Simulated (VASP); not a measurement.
# Ta (Im-3m) in VASP: single point with PBEsol

Aim: the single point of Ta with PBEsol.

Everything below comes from runs of VASP 6.6.1. Logs are shortened: lines on timing, memory, paths and dates and some standing lists are left out, and cuts for length are marked.

### 1 The cell of the first run

Symmetry: Im-3m, No. 229, cubic system. Conventional cell: a = 3.281 Å, b = 3.281 Å, c = 3.281 Å, α = 90.00°, β = 90.00°, γ = 90.00°. Within 3.7 Å of Ta (site symmetry m-3m) lie 14 Ta at 2.84 to 3.28 Å.

### 2 Single point, PBEsol

File INCAR:

```
SYSTEM = Ta
  ALGO = Fast
  EDIFF = 1E-7
  ENCUT = 520
  GGA = PS
  ISIF = 2
  ISMEAR = 0
  LASPH = .TRUE.
  LCHARG = .FALSE.
  LREAL = .FALSE.
  LWAVE = .FALSE.
  NBANDS = 12
  NELM = 60
  PREC = Accurate
  SIGMA = 0.1
```

File KPOINTS:

```
k-points
0
G
  24 24 24
  0 0 0
```

File POSCAR:

```
Ta
1.0
   -1.6403981030      1.6403981030      1.6403981030
    1.6403981030     -1.6403981030      1.6403981030
    1.6403981030      1.6403981030     -1.6403981030
Ta
1
Direct
    0.0000000000      0.0000000000      0.0000000000
```

Potentials or basis: VASP PAW PBE potentials, release 64 (Ta_pv).

Command:

```sh
> cat potpaw_PBE.64/Ta_pv/POTCAR > POTCAR
> mpirun -np 1 vasp_std > vasp.out
```

OUTCAR:

```text
SYSTEM = Ta
   EDIFF = 1E-7
   ENCUT = 520
   GGA = PS
   ISIF = 2
   ISMEAR = 0
   LASPH = .TRUE.
   LREAL = .FALSE.
   NELM = 60
   PREC = Accurate

 ion  position               nearest neighbor table
   1  0.000  0.000  0.000-

  LATTYP: Found a body centered cubic cell.
 ALAT       =     3.2807962060

  Lattice vectors:

 A1 = (  -1.6403981030,   1.6403981030,   1.6403981030)
 A2 = (   1.6403981030,  -1.6403981030,   1.6403981030)
 A3 = (   1.6403981030,   1.6403981030,  -1.6403981030)

Analysis of symmetry for initial positions (statically):
=====================================================================
 Subroutine PRICEL returns:
 Original cell was already a primitive cell.

 Routine SETGRP: Setting up the symmetry group for a
 body centered cubic supercell.

 Subroutine GETGRP returns: Found 48 space group operations
 (whereof 48 operations were pure point group operations)
 out of a pool of 48 trial point group operations.

The static configuration has the point symmetry O_h .

Analysis of symmetry for dynamics (positions and initial velocities):
=====================================================================
 Subroutine PRICEL returns:
 Original cell was already a primitive cell.

 Routine SETGRP: Setting up the symmetry group for a
 body centered cubic supercell.

 Subroutine GETGRP returns: Found 48 space group operations
 (whereof 48 operations were pure point group operations)
 out of a pool of 48 trial point group operations.

The dynamic configuration has the point symmetry O_h .

 Subroutine INISYM returns: Found 48 space group operations
 (whereof 48 operations are pure point group operations),
 and found     1 'primitive' translations

----------------------------------------------------------------------------------------

                                     Primitive cell

  volume of cell :      17.6566

  direct lattice vectors                    reciprocal lattice vectors
    -1.640398103  1.640398103  1.640398103     0.000000000  0.304804059  0.304804059
     1.640398103 -1.640398103  1.640398103     0.304804059  0.000000000  0.304804059
     1.640398103  1.640398103 -1.640398103     0.304804059  0.304804059  0.000000000

  length of vectors
     2.841252859  2.841252859  2.841252859     0.431058034  0.431058034  0.431058034

  position of ions in fractional coordinates (direct lattice)
     0.000000000  0.000000000  0.000000000
[... 83 lines left out ...]
   ISYM   =      2    0-nonsym 1-usesym 2-fastsym
   POTIM  = 0.5000    time-step for ionic-motion
   TEBEG  =    0.0;   TEEND  =   0.0 temperature during run
   PSTRESS=    0.0 pullay stress
   NELECT =      11.0000    total number of electrons
   NUPDOWN=      -1.0000    fix difference up-down
   EMIN   =  10.00;   EMAX   =-10.00  energy-range for DOS
   EFERMI =   0.00;   METHOD = LEGACY
   ISMEAR =     0;   SIGMA  =   0.10  broadening in eV -4-tet -1-fermi 0-gaus
   EFERMI_NEDOS =   21; number of points for ismear=-14 and -15
   IALGO  =     68    algorithm
   IMIX   =      4    mixing-type and parameters
     AMIX     =   0.40;   BMIX     =  1.00
     AMIX_MAG =   1.60;   BMIX_MAG =  1.00
  volume/ion in A,a.u.               =      17.66       119.15
  Fermi-wavevector in a.u.,A,eV,Ry     =   1.398202  2.642218 26.598952  1.954968
  Thomas-Fermi vector in A             =   2.521383
   LORBIT       =      0    0 simple, 1 ext, 2 COOP (PROOUT), +10 PAW based schemes
   GGA     = PS    functional components
   LHFCALC =     F    Hartree Fock is set to
   AEXX    =    0.0000 exact exchange contribution
   IVDW    =     0    specifies the selected vdW correction
   LEPSILON=     F    determine dielectric tensor
   LRPA    =     F    only Hartree local field effects (RPA)
 non-spin polarized calculation
 RMM-DIIS sequential band-by-band and
 Gauss-broadening in eV      SIGMA  =   0.10
  energy-cutoff  :      520.00
  volume of cell :       17.66
 maximum number of plane-waves:       490
 NGX is ok and might be reduce to    24
   NGX = 11   NGY = 11   NGZ = 11

 number of electron      11.0000002 magnetization

 Free energy of the ion-electron system (eV)
  ---------------------------------------------------
  ext. energy  EPLUGINS =         0.00000000
  ---------------------------------------------------
  free energy    TOTEN  =       -12.55458576 eV

  energy without entropy =      -12.54850305  energy(sigma->0) =      -12.55154441

 E-fermi :   5.4672     XC(G=0): -12.8305

 val. band max:        5.4669762731   @ k =   0.1250   0.0833  -0.0000
 cond. band min:       5.4681509474   @ k =  -0.3750  -0.4583   0.2083
 fundamental gap:      0.0011746742
 Fermi energy:         5.4671715628

 k-point     1 :       0.0000    0.0000    0.0000
  band No.  band energies     occupation
      1     -27.4633      2.00000
      2     -27.4633      2.00000
      3     -27.4633      2.00000
      4      -2.5235      2.00000
      5       6.2017      0.00000
      6       6.2017      0.00000
      7       6.2017      0.00000
      8       9.5435      0.00000
      9       9.5435      0.00000
     10      20.6170      0.00000
     11      20.6170      0.00000
     12      20.6170      0.00000
[... 331 lines left out ...]
 k-point    24 :       0.4583    0.0417    0.0000
  band No.  band energies     occupation
      1     -28.7114      2.00000
      2     -27.8739      2.00000
      3     -27.4811      2.00000
      4       1.0625      2.00000
      5       3.8897      2.00000
      6       7.0159      0.00000
      7       9.4135      0.00000
      8      10.5395      0.00000
      9      13.4907      0.00000
     10      17.4503      0.00000
     11      17.7223      0.00000
     12      20.2330      0.00000

 [... further k-points ...]

------------------------ aborting loop because EDIFF is reached ----------------------------------------

  FORCE on cell =-STRESS in cart. coord.  units (eV):
  Direction    XX          YY          ZZ          XY          YZ          ZX
  --------------------------------------------------------------------------------------
  -------------------------------------------------------------------------------------
  Total        0.0199404      0.0199404      0.0199404     -0.0000000     -0.0000000     -0.0000000
  in kB        1.8094074      1.8094074      1.8094074     -0.0000000     -0.0000000     -0.0000000
  external PRESSURE =       1.8094074 kB  Pullay stress =       0.0000000 kB

 VOLUME and BASIS-vectors are now :
 -----------------------------------------------------------------------------
  energy-cutoff  :      520.00
  volume of cell :       17.66
      direct lattice vectors                 reciprocal lattice vectors
    -1.640398103  1.640398103  1.640398103     0.000000000  0.304804059  0.304804059
     1.640398103 -1.640398103  1.640398103     0.304804059  0.000000000  0.304804059
     1.640398103  1.640398103 -1.640398103     0.304804059  0.304804059  0.000000000

 POSITION                                       TOTAL-FORCE (eV/Angst)
 -----------------------------------------------------------------------------------
      0.00000      0.00000      0.00000         0.000000     -0.000000     -0.000000
 -----------------------------------------------------------------------------------
    total drift:                                0.000000      0.000000      0.000000

  FREE ENERGIE OF THE ION-ELECTRON SYSTEM (eV)
  ---------------------------------------------------
  free  energy   TOTEN  =       -12.5545857578 eV

  energy  without entropy=      -12.5485030548  energy(sigma->0) =      -12.55154441
```

OSZICAR:

```text
N       E                     dE             d eps       ncg     rms          rms(c)
DAV:   1     0.610567686749E+02    0.61057E+02   -0.61141E+03  9952   0.880E+02
DAV:   2    -0.120209205618E+02   -0.73078E+02   -0.71270E+02 11032   0.247E+02
DAV:   3    -0.130486429185E+02   -0.10277E+01   -0.10203E+01 11840   0.275E+01
DAV:   4    -0.130512407333E+02   -0.25978E-02   -0.25976E-02 10944   0.154E+00
DAV:   5    -0.130512486872E+02   -0.79539E-05   -0.79529E-05 11856   0.817E-02    0.143E+01
RMM:   6    -0.126714538046E+02    0.37979E+00   -0.25651E-01 10669   0.413E+00    0.698E+00
RMM:   7    -0.125554202351E+02    0.11603E+00   -0.26478E-01 11214   0.408E+00    0.327E-01
RMM:   8    -0.125545356616E+02    0.88457E-03   -0.10424E-02 11941   0.965E-01    0.296E-01
RMM:   9    -0.125546072652E+02   -0.71604E-04   -0.13049E-03 12412   0.332E-01    0.579E-02
RMM:  10    -0.125545842833E+02    0.22982E-04   -0.18262E-04 12252   0.126E-01    0.859E-03
RMM:  11    -0.125545848730E+02   -0.58974E-06   -0.32828E-05 12939   0.483E-02    0.401E-03
RMM:  12    -0.125545853876E+02   -0.51454E-06   -0.50093E-06 12516   0.162E-02    0.815E-03
RMM:  13    -0.125545856064E+02   -0.21889E-06   -0.11796E-06 11111   0.760E-03    0.526E-03
RMM:  14    -0.125545857313E+02   -0.12488E-06   -0.18436E-07  8878   0.285E-03    0.348E-03
RMM:  15    -0.125545857578E+02   -0.26522E-07   -0.54392E-08  7645   0.126E-03
   1 F= -.12554586E+02 E0= -.12551544E+02  d E =-.608270E-02
```

stdout:

```text
POSCAR found type information on POSCAR Ta
 POSCAR found :  1 types and       1 ions
 scaLAPACK will be used
 -----------------------------------------------------------------------------
|                                                                             |
|                                                                             |
|     You enforced a specific xc type in the INCAR file but a different       |
|     I HOPE YOU KNOW WHAT YOU ARE DOING!                                     |
|                                                                             |
 -----------------------------------------------------------------------------

 LDA part: xc-table for (Slater+PW92), standard interpolation
 POSCAR, INCAR and KPOINTS ok, starting setup
 FFT: planning ... GRIDC
 FFT: planning ... GRID_SOFT
 FFT: planning ... GRID
 WAVECAR not read
 entering main loop
WARNING in EDDRMM: call to ZHEGV failed, returncode =   6  3     12
WARNING in EDDRMM: call to ZHEGV failed, returncode =   6  3     10
WARNING in EDDRMM: call to ZHEGV failed, returncode =   6  3     11
WARNING in EDDRMM: call to ZHEGV failed, returncode =   8  4     11
WARNING in EDDRMM: call to ZHEGV failed, returncode =   6  3     12
WARNING in EDDRMM: call to ZHEGV failed, returncode =   8  4     12
WARNING in EDDRMM: call to ZHEGV failed, returncode =   8  4     11
WARNING in EDDRMM: call to ZHEGV failed, returncode =   8  4     12
```

Run time: 1.8 min. Hardware: 1 thread of Intel Xeon Platinum 8259CL at 2.50GHz (Skylake/Cascade Lake), shared host; peak memory 0.2 GiB.

Results:

* Free energy: -12.5546 eV
* Pressure: 0.2 GPa

Levels at points of the mesh, in eV from the Fermi level:
```csv
k point,band 4,band 5,band 6,band 7,band 8,band 9
"(0.00, 0.00, 0.00)",-7.99,0.73,0.73,0.73,4.08,4.08
"(0.50, 0.00, 0.00)",-4.46,-1.60,1.72,3.97,5.02,8.02
"(0.50, 0.50, 0.50)",-3.92,-3.92,7.02,7.02,7.02,8.86
```

Caveat: the PAW data sets were made with another functional, which shifts forces and pressure a little; spin-orbit coupling is left out, which moves the levels of the heavy elements.
